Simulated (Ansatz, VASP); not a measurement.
## One calculation of HfCl4, two programs

File INCAR:

```
ALGO = Normal
DIPOL = 0.5 0.5 0.588
EDIFF = 1E-6
ENCUT = 400
GGA = PE
GGA_COMPAT = False
IDIPOL = 3
ISIF = 2
ISMEAR = 0
IVDW = 12
LASPH = True
LCHARG = False
LDIPOL = True
LREAL = False
LWAVE = False
NBANDS = 27
NELM = 120
NELMDL = -8
PREC = Accurate
SIGMA = 0.1
```

Contents of KPOINTS:

```
k-points
0
Gamma
  3 3 1
```

File POSCAR:

```
HfCl4
1.0
    6.3187499359      0.0000000000      0.0000000000
    0.0000000000      6.3187499359      0.0000000000
    0.0000000000      0.0000000000     25.8323624520
Hf Cl
1 4
Direct
   -0.2402292117     -0.2516443422      0.5670275104
   -0.0229407199     -0.2506332509      0.6407591878
   -0.5311419706     -0.5056038678      0.5832354439
   -0.0227565894      0.2506321756      0.5679986566
   -0.5319712015      0.0018183059      0.5830824997
```

Input for Ansatz:

```yaml
crystal:
  lattice:
    - [6.3187499359, 0.0, 0.0]
    - [0.0, 6.3187499359, 0.0]
    - [0.0, 0.0, 25.832362452]
  atoms:
    - { symbol: Hf, position: [-0.2402292117, -0.2516443422, 0.5670275104] }
    - { symbol: Cl, position: [-0.0229407199, -0.2506332509, 0.6407591878] }
    - { symbol: Cl, position: [-0.5311419706, -0.5056038678, 0.5832354439] }
    - { symbol: Cl, position: [-0.0227565894, 0.2506321756, 0.5679986566] }
    - { symbol: Cl, position: [-0.5319712015, 0.0018183059, 0.5830824997] }
basis:
  ecutwfc: 420
kpoints:
  mp_grid: { grid: [3, 3, 1] }
hamiltonian:
  xc: pbe
  dispersion: d3bj
scf:
  occupations: { method: gaussian, width: 0.1 }
output:
  forces: true
  eigenvalues: true
  write_density: true
  volumetric_format: npy
efield:
  axis: 3
  dipole_correction: true
  ramp_width: 0.04
```

Alike in both runs: task single point; functional PBE; dispersion D3(BJ); k mesh 3 × 3 × 1; occupations gaussian, width 0.1 eV; no spin polarisation.

|  | VASP | Ansatz |
| --- | --- | --- |
| version | VASP 6.6.1 | Ansatz 0.2.0 |
| potentials or method | VASP PAW PBE potentials, release 64 (Hf_pv, Cl), cutoff 400 eV | scalar-relativistic, plane waves, PAW |
| valence electrons in the cell | 38 | 54 |

|  | VASP | Ansatz | Ansatz less VASP |
| --- | --- | --- | --- |
| gap on the k mesh at the Fermi level (eV) | 1.22 | 1.24 | +0.023 |
| rms of the force components (eV/Å) | 1.390 | 1.339 | -0.0509 |

Atom by atom the forces differ by 0.054 eV/Å (rms over components). VASP's potentials hold 38 valence electrons a cell and Ansatz's 54, so a difference there can come from the potentials and not from the codes.

Neither program's run includes spin-orbit coupling.
